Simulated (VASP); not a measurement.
Crystal: Cu3N.

```
Cu N
1.0
     3.80700    0.00000    0.00000
     0.00000    3.80700    0.00000
     0.00000    0.00000    3.80700
Cu N
3 1
Direct
  0.50000 0.00000 0.00000
  0.00000 0.50000 0.00000
  0.00000 0.00000 0.50000
  0.00000 0.00000 0.00000
```

Base run:

| Property | Result |
| --- | --- |
| Program | VASP 6.6.1 |
| Functional | PBE |
| Potentials or basis | VASP PAW PBE potentials, release 64 (Cu, N) |
| Cutoff | 600 eV |
| k mesh | 6 × 6 × 6 |
| Occupations | gaussian, width 0.01 eV |
| Spin | no spin polarisation |

Its results: band gap on the k mesh 0.19 eV (least direct gap 0.74 eV); pressure 2.8 GPa.

**Question.** The run is repeated on the same cell with these changes: functional from PBE to PBEsol. What comes out?

**Answer.** Band gap on the k mesh 0.14 eV (least direct gap 0.69 eV); pressure -3.3 GPa.

PBEsol binds more tightly than PBE, so the same cell stands under less pressure.

Caveats: the cell stands under tension (at least some runs); the PAW data sets were made with another functional, which shifts forces and pressure a little (at least some runs).

A k mesh can miss the band edges.
